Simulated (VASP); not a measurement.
# NaI: single point with r2SCAN

Crystal: NaI.

```
CELL_PARAMETERS angstrom
0.00000 3.23640 3.23640
3.23640 0.00000 3.23640
3.23640 3.23640 0.00000
ATOMIC_POSITIONS crystal
Na 0.00000 0.00000 0.00000
I 0.42275 0.57725 0.42275
```

This cell differs from its parent crystal: all I atoms moved -0.500 Å, as atom 2 along Cartesian [0 1 0].

```json
{"Program": "VASP 6.6.1", "Task": "single point", "Functional": "r2SCAN", "Potentials or basis": "VASP PAW PBE potentials, release 64 (Na_pv, I)", "Cutoff": "520 eV", "k mesh": "6 × 6 × 6", "Occupations": "gaussian, width 0.05 eV", "Spin": "no spin polarisation", "Dipole correction": "no", "Further INCAR settings": "ALGO = Normal; EDIFF = 1e-06; NBANDS = 14"}
```

```
Pressure               : 1.4 GPa
Largest force          : 0.969 eV/Å
Band gap on the k mesh : 4.46 eV
```

Forces on the atoms (eV/Å):
```
Na   0.000 -0.969  0.000
I    0.000  0.969  0.000
```

Stress tensor (GPa, compression positive):
```
-0.44  0.00  0.00
 0.00  5.20  0.00
 0.00  0.00 -0.44
```

Levels at points of the mesh, in eV from the valence-band top:
```csv
k point,band 4,band 5,band 6,band 7,band 8,band 9,band 10,band 11
"(0.00, 0.00, 0.00)",-11.35,-0.07,0.00,0.00,4.46,8.49,8.49,8.59
"(0.50, 0.00, 0.00)",-11.02,-2.17,-0.32,-0.28,5.71,8.09,8.19,9.64
"(0.50, 0.50, 0.00)",-10.94,-1.92,-0.79,-0.75,5.26,6.03,10.76,12.10
"(0.50, 0.00, 0.50)",-10.94,-1.93,-0.75,-0.75,5.28,6.06,10.58,12.34
```

Wall time 3.2 min on 1 thread of Intel Xeon 8259CL, on a shared host, peak memory 0.22 GiB.

Caveat: the cell differs from its parent crystal (all I atoms moved -0.500 Å, as atom 2 along Cartesian [0 1 0]); the stress differs along the axes, from -0 to 5 GPa; the PAW data sets were made with another functional, which shifts forces and pressure a little; spin-orbit coupling is left out, which moves the levels of the heavy elements.
